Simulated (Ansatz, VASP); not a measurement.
InSe in VASP and in Ansatz

```xyz
8
Lattice="4.0266 0.0000 0.0000 -2.0133 3.4871 0.0000 0.0000 0.0000 28.2707" Properties=species:S:1:pos:R:3 pbc="T T T"
Se    0.0000    0.0000    4.5000
Se    0.0000    0.0000    9.8854
Se   -1.7896    3.0997   12.9954
Se   -1.7896    3.0997   18.3807
In    2.0133    1.1624    5.7954
In    2.0133    1.1624    8.5899
In    0.2237    4.2621   14.2908
In    0.2237    4.2621   17.0853
```

Alike in both runs: task single point; functional PBE; dispersion D3(BJ); k mesh 9 × 9 × 1; occupations gaussian, width 0.05 eV; no spin polarisation.

|  | VASP | Ansatz |
| --- | --- | --- |
| version | VASP 6.6.1 | Ansatz 0.2.0 |
| potentials or method | VASP PAW PBE potentials, release 64 (Se, In_d), cutoff 520 eV | scalar-relativistic, plane waves, PAW |
| valence electrons in the cell | 76 | 116 |

Ansatz gave:

* gap on the k mesh at the Fermi level (eV): 0.88
* least direct gap on the mesh (eV): 0.96
* rms of the force components (eV/Å): 0.121

Question: Estimate VASP's values.

Answer: gap on the k mesh at the Fermi level (eV): 0.87; least direct gap on the mesh (eV): 0.96; rms of the force components (eV/Å): 0.118.

VASP's potentials hold 76 valence electrons a cell and Ansatz's 116, so a difference there can come from the potentials and not from the codes.
